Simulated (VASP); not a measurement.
# Ga (P4/mmm) in VASP: further runs

Ga is run at these levels: PBE; tasks: relaxation of shape and atoms at fixed volume.

Program: VASP 6.6.1. These are calculated values, not measurements. Logs are shortened: lines on timing, memory, paths and dates and some standing lists are left out, and cuts for length are marked.

## Step 1: The cell of the first run

The typed cell holds 1 atom: a = 2.632 Å, b = 2.632 Å, c = 2.633 Å, α = 90.00°, β = 90.00°, γ = 90.00°.

## Step 2: Relaxation of shape and atoms at fixed volume, PBE (volume scaled by 0.91)

Input file INCAR:

```
PREC = Accurate
ENCUT = 600
EDIFF = 1E-7
ISMEAR = 0
SIGMA = 0.1
LREAL = F
LASPH = T
NELM = 80
ALGO = Fast
ISIF = 4
LWAVE = F
LCHARG = F
GGA = PE
IBRION = 2
NSW = 50
EDIFFG = -0.01
```

Input file KPOINTS:

```
Automatic mesh
0
Gamma
  20 20 20
```

Input file POSCAR:

```
Ga
1.0
    2.6320755470      0.0000000000      0.0000000000
    0.0000000000      2.6320755470      0.0000000000
    0.0000000000      0.0000000000      2.6330936570
Ga
1
Direct
    0.0000000000      0.0000000000      0.0000000000
```

Potentials or basis: VASP PAW PBE potentials, release 64 (Ga_d).

Started as:

```bash
cat potpaw_PBE.64/Ga_d/POTCAR > POTCAR
mpirun -np 1 vasp_std > vasp.out
```

OUTCAR:

```text
PREC = Accurate
   ENCUT = 600
   EDIFF = 1E-7
   ISMEAR = 0
   LREAL = F
   LASPH = T
   NELM = 80
   ISIF = 4
   GGA = PE
   IBRION = 2
   NSW = 50
   EDIFFG = -0.01

 ion  position               nearest neighbor table
   1  0.000  0.000  0.000-

  LATTYP: Found a simple tetragonal cell.
 ALAT       =     2.6320755470
 C/A-ratio  =     1.0003868088

  Lattice vectors:

 A1 = (   2.6320755470,   0.0000000000,   0.0000000000)
 A2 = (   0.0000000000,   2.6320755470,   0.0000000000)
 A3 = (   0.0000000000,   0.0000000000,   2.6330936570)

Analysis of symmetry for initial positions (statically):
=====================================================================
 Subroutine PRICEL returns:
 Original cell was already a primitive cell.

 Routine SETGRP: Setting up the symmetry group for a
 simple tetragonal supercell.

 Subroutine GETGRP returns: Found 16 space group operations
 (whereof 16 operations were pure point group operations)
 out of a pool of 16 trial point group operations.

The static configuration has the point symmetry D_4h.

Analysis of symmetry for dynamics (positions and initial velocities):
=====================================================================
 Subroutine PRICEL returns:
 Original cell was already a primitive cell.

 Routine SETGRP: Setting up the symmetry group for a
 simple tetragonal supercell.

 Subroutine GETGRP returns: Found 16 space group operations
 (whereof 16 operations were pure point group operations)
 out of a pool of 16 trial point group operations.

The dynamic configuration has the point symmetry D_4h.

 Subroutine INISYM returns: Found 16 space group operations
 (whereof 16 operations are pure point group operations),
 and found     1 'primitive' translations

----------------------------------------------------------------------------------------

                                     Primitive cell

  volume of cell :      18.2416

  direct lattice vectors                    reciprocal lattice vectors
     2.632075547  0.000000000  0.000000000     0.379928305  0.000000000  0.000000000
     0.000000000  2.632075547  0.000000000     0.000000000  0.379928305  0.000000000
     0.000000000  0.000000000  2.633093657     0.000000000  0.000000000  0.379781402

  length of vectors
[... 79 lines left out ...]
   NELM   =     80;   NELMIN=  2; NELMDL= -5     # of ELM steps
   EDIFF  = 0.1E-06   stopping-criterion for ELM
   LREAL  =      F    real-space projection
   EDIFFG = -.1E-01   stopping-criterion for IOM
   NSW    =     50    number of steps for IOM
   IBRION =      2    ionic relax: 0-MD 1-quasi-New 2-CG
   NFREE  =      1    steps in history (QN), initial steepest desc. (CG)
   ISIF   =      4    stress and relaxation
   ISYM   =      2    0-nonsym 1-usesym 2-fastsym
   POTIM  = 0.5000    time-step for ionic-motion
   TEBEG  =    0.0;   TEEND  =   0.0 temperature during run
   PSTRESS=    0.0 pullay stress
   NELECT =      13.0000    total number of electrons
   NUPDOWN=      -1.0000    fix difference up-down
   EMIN   =  10.00;   EMAX   =-10.00  energy-range for DOS
   EFERMI =   0.00;   METHOD = LEGACY
   ISMEAR =     0;   SIGMA  =   0.10  broadening in eV -4-tet -1-fermi 0-gaus
   EFERMI_NEDOS =   21; number of points for ismear=-14 and -15
   IALGO  =     68    algorithm
   IMIX   =      4    mixing-type and parameters
     AMIX     =   0.40;   BMIX     =  1.00
     AMIX_MAG =   1.60;   BMIX_MAG =  1.00
  volume/ion in A,a.u.               =      18.24       123.10
  Fermi-wavevector in a.u.,A,eV,Ry     =   1.462295  2.763337 29.093422  2.138306
  Thomas-Fermi vector in A             =   2.578525
   LORBIT       =      0    0 simple, 1 ext, 2 COOP (PROOUT), +10 PAW based schemes
   GGA     = PE    functional components
   LHFCALC =     F    Hartree Fock is set to
   AEXX    =    0.0000 exact exchange contribution
   IVDW    =     0    specifies the selected vdW correction
   LEPSILON=     F    determine dielectric tensor
   LRPA    =     F    only Hartree local field effects (RPA)
 conjugate gradient relaxation of ions
 non-spin polarized calculation
 RMM-DIIS sequential band-by-band and
 Gauss-broadening in eV      SIGMA  =   0.10
  energy-cutoff  :      600.00
  volume of cell :       18.24
 maximum number of plane-waves:       627
 NGX is ok and might be reduce to    24
   NGX = 11   NGY = 11   NGZ = 11

 number of electron      12.9999991 magnetization

 Free energy of the ion-electron system (eV)
  ---------------------------------------------------
  ext. energy  EPLUGINS =         0.00000000
  ---------------------------------------------------
  free energy    TOTEN  =        -2.79625212 eV

  energy without entropy =       -2.79433555  energy(sigma->0) =       -2.79529383

 E-fermi :   5.5573     XC(G=0): -11.1042

 val. band max:        5.5502002809   @ k =   0.4000   0.4000   0.1000
 cond. band min:       5.6311244091   @ k =   0.3500   0.1500   0.4000
 fundamental gap:      0.0809241282
 Fermi energy:         5.5572589094

 k-point     1 :       0.0000    0.0000    0.0000
  band No.  band energies     occupation
      1      -9.6713      2.00000
      2      -9.6707      2.00000
      3      -9.0304      2.00000
      4      -9.0304      2.00000
      5      -9.0301      2.00000
      6      -5.6368      2.00000
      7      15.1898      0.00000
      8      15.2064      0.00000
      9      15.2065      0.00000
     10      18.1063      0.00000
[... 287 lines left out ...]
 k-point    24 :       0.2000    0.1000    0.0000
  band No.  band energies     occupation
      1      -9.6248      2.00000
      2      -9.5089      2.00000
      3      -9.1154      2.00000
      4      -9.0906      2.00000
      5      -9.0419      2.00000
      6      -4.5377      2.00000
      7       9.1303      0.00000
      8      13.4286      0.00000
      9      16.3284      0.00000
     10      19.7884      0.00000

 [... further k-points ...]
[... 5 lines left out ...]
  --------------------------------------------------------------------------------------
  -------------------------------------------------------------------------------------
  Total        0.6608458      0.6608458      0.6534890      0.0000000     -0.0000000      0.0000000
  in kB       58.0427132     58.0427132     57.3965586      0.0000000     -0.0000000      0.0000000
  external PRESSURE =      57.8273283 kB  Pullay stress =       0.0000000 kB

 VOLUME and BASIS-vectors are now :
 -----------------------------------------------------------------------------
  energy-cutoff  :      600.00
  volume of cell :       18.24
      direct lattice vectors                 reciprocal lattice vectors
     2.632075547  0.000000000  0.000000000     0.379928305  0.000000000  0.000000000
     0.000000000  2.632075547  0.000000000     0.000000000  0.379928305  0.000000000
     0.000000000  0.000000000  2.633093657     0.000000000  0.000000000  0.379781402

 POSITION                                       TOTAL-FORCE (eV/Angst)
 -----------------------------------------------------------------------------------
      0.00000      0.00000      0.00000         0.000000      0.000000      0.000000
 -----------------------------------------------------------------------------------
    total drift:                                0.000000     -0.000000     -0.000000

  FREE ENERGIE OF THE ION-ELECTRON SYSTEM (eV)
  ---------------------------------------------------
  free  energy   TOTEN  =        -2.7962521168 eV

  energy  without entropy=       -2.7943355484  energy(sigma->0) =       -2.79529383

 reached required accuracy - stopping structural energy minimisation
```

OSZICAR:

```text
N       E                     dE             d eps       ncg     rms          rms(c)
DAV:   1     0.377553439813E+02    0.37755E+02   -0.75651E+03 14976   0.246E+03
DAV:   2    -0.146388676770E+01   -0.39219E+02   -0.38279E+02 14850   0.256E+02
DAV:   3    -0.280969409801E+01   -0.13458E+01   -0.13420E+01 17100   0.443E+01
DAV:   4    -0.282120988751E+01   -0.11516E-01   -0.11512E-01 16778   0.423E+00
DAV:   5    -0.282135777884E+01   -0.14789E-03   -0.14788E-03 17082   0.428E-01    0.103E+00
RMM:   6    -0.279896658447E+01    0.22391E-01   -0.45020E-02 15087   0.359E+00    0.506E-01
RMM:   7    -0.279647949662E+01    0.24871E-02   -0.12851E-02 15686   0.148E+00    0.147E-01
RMM:   8    -0.279623152662E+01    0.24797E-03   -0.10535E-03 15190   0.456E-01    0.216E-02
RMM:   9    -0.279625079492E+01   -0.19268E-04   -0.14244E-04 15563   0.212E-01    0.798E-03
RMM:  10    -0.279625206969E+01   -0.12748E-05   -0.31359E-05 18513   0.810E-02    0.839E-04
RMM:  11    -0.279625223457E+01   -0.16488E-06   -0.34798E-06 16745   0.225E-02    0.343E-04
RMM:  12    -0.279625212006E+01    0.11452E-06   -0.46050E-07 12388   0.999E-03    0.170E-04
RMM:  13    -0.279625211679E+01    0.32710E-08   -0.98317E-08  9966   0.507E-03
   1 F= -.27962521E+01 E0= -.27952938E+01  d E =-.279625E+01
```

CONTCAR:

```text
Ga
   1.00000000000000
     2.6320755469999999    0.0000000000000000    0.0000000000000000
     0.0000000000000000    2.6320755469999999    0.0000000000000000
     0.0000000000000000    0.0000000000000000    2.6330936569999999
  Ga
     1
Direct
     0.0000000000000000    0.0000000000000000    0.0000000000000000

  0.00000000E+00  0.00000000E+00  0.00000000E+00
```

Run time: 4.9 min. Hardware: 1 thread of AMD EPYC 7R13, shared host; peak memory 0.25 GiB.

Results:

* Free energy: -2.7963 eV
* Pressure after relaxing: 5.8 GPa

Final structure:
```xyz
1
Lattice="2.6321 0.0000 0.0000 0.0000 2.6321 0.0000 0.0000 0.0000 2.6331" Properties=species:S:1:pos:R:3 pbc="T T T"
Ga    0.0000    0.0000    0.0000
```

Levels at points of the mesh, in eV from the Fermi level:
| k point | band 3 | band 4 | band 5 | band 6 | band 7 | band 8 | band 9 | band 10 |
| --- | --- | --- | --- | --- | --- | --- | --- | --- |
| (0.00, 0.00, 0.00) | -14.59 | -14.59 | -14.59 | -11.19 | 9.63 | 9.65 | 9.65 | 12.55 |
| (0.50, 0.00, 0.00) | -14.76 | -14.76 | -14.57 | -6.31 | -4.53 | 13.49 | 13.50 | 16.61 |
| (0.50, 0.50, 0.00) | -14.74 | -14.74 | -14.42 | -1.22 | -0.76 | -0.76 | 4.26 | 17.52 |
| (0.00, 0.00, 0.50) | -14.76 | -14.76 | -14.57 | -6.32 | -4.53 | 13.50 | 13.50 | 16.61 |
| (0.50, 0.00, 0.50) | -14.74 | -14.74 | -14.42 | -1.23 | -0.77 | -0.76 | 4.25 | 17.53 |
| (0.50, 0.50, 0.50) | -15.02 | -14.41 | -14.41 | 2.87 | 2.87 | 2.87 | 4.99 | 8.52 |

Caveat: the relaxation stopped at its first step, so nothing moved.

(Continued in part 2 of 2.)
